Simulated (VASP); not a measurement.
HfO2: single point with PBEsol

HfO2:

```xyz
3
Lattice="3.5666 0.0000 0.0000 1.7833 3.0887 0.0000 1.7833 1.0296 2.9121" Properties=species:S:1:pos:R:3 pbc="T T T"
Hf    0.0000    0.0000    0.0000
O     1.7833    1.0296    0.7280
O     5.3498    3.0887    2.1841
```

```
Program             : VASP 6.6.1
Task                : single point
Functional          : PBEsol
Potentials or basis : VASP PAW PBE potentials, release 64 (Hf_pv, O)
Cutoff              : 520 eV
k mesh              : 4 × 4 × 4
Occupations         : gaussian, width 0.01 eV
Spin                : no spin polarisation
```

```yaml
Pressure: -3.7 GPa
Band_gap_on_the_k_mesh: 3.71 eV, direct
```

Levels at points of the mesh, in eV from the valence-band top:
```
           k point  band 9  band 10  band 11  band 12  band 13  band 14
(0.00, 0.00, 0.00)   -0.62    -0.62    -0.62     3.81     3.81     5.77
(0.50, 0.00, 0.00)   -2.81    -1.87    -1.87     4.58     4.58     7.10
(0.50, 0.50, 0.00)   -1.57    -1.57     0.00     3.71     5.51     6.74
```

It took 15 s on 1 thread of Intel(R) Xeon(R) Platinum 8259CL CPU @ 2.50GHz (Skylake/Cascade Lake) (shared host), peak memory 0.15 GiB.

Caveat: the k points lie up to 0.54 Å⁻¹ apart; the PAW data sets were made with another functional, which shifts forces and pressure a little; spin-orbit coupling is left out, which moves the levels of the heavy elements. A k mesh can miss the band edges.
